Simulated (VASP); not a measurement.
A run of VASP 6.6.1 is set up as follows.

File INCAR:

```
PREC = Accurate ; ENCUT = 600
EDIFF = 1E-7 ; ISMEAR = -1
SIGMA = 0.1 ; LREAL = False
LASPH = True ; NELM = 150
ALGO = Normal ; ISIF = 3
LWAVE = False ; LCHARG = False
ISPIN = 2 ; MAGMOM = 1.5
LORBIT = 11 ; LMAXMIX = 4
GGA = PS ; IBRION = 2
NSW = 80 ; EDIFFG = -0.02
```

File KPOINTS:

```
regular mesh
0
Gamma
  21 21 21
```

Contents of POSCAR:

```
V
1.0
    2.6229310205     -0.0000000145     -0.0000000252
   -0.8743103265      2.4729230865     -0.0000000252
   -0.8743103265     -1.2364615069      2.1416142354
V
1
Direct
    0.0000000000      0.0000000000      0.0000000000
```

Potentials or basis: VASP PAW PBE potentials, release 64 (V_sv).

Run with:

```sh
$ cat potpaw_PBE.64/V_sv/POTCAR > POTCAR
$ mpirun -np 1 vasp_std > vasp.out
```

Predict the space group after relaxing (to 0.1 Å).

Im-3m (No. 229).

What does it give for the relaxed volume?

12.99 Å³/atom.

Predict the relaxed cell.

a = 2.565 Å, b = 2.565 Å, c = 2.565 Å, α = 109.47°, β = 109.47°, γ = 109.47°.

What does it give for the net moment?

0.00 μB per cell.

Final structure:
```xyz
1
Lattice="2.5651 0.0000 0.0000 -0.8550 2.4184 0.0000 -0.8550 -1.2092 2.0944" Properties=species:S:1:pos:R:3 pbc="T T T"
V     0.0000    0.0000    0.0000
```

Caveat: the PAW data sets were made with another functional, which shifts forces and pressure a little.
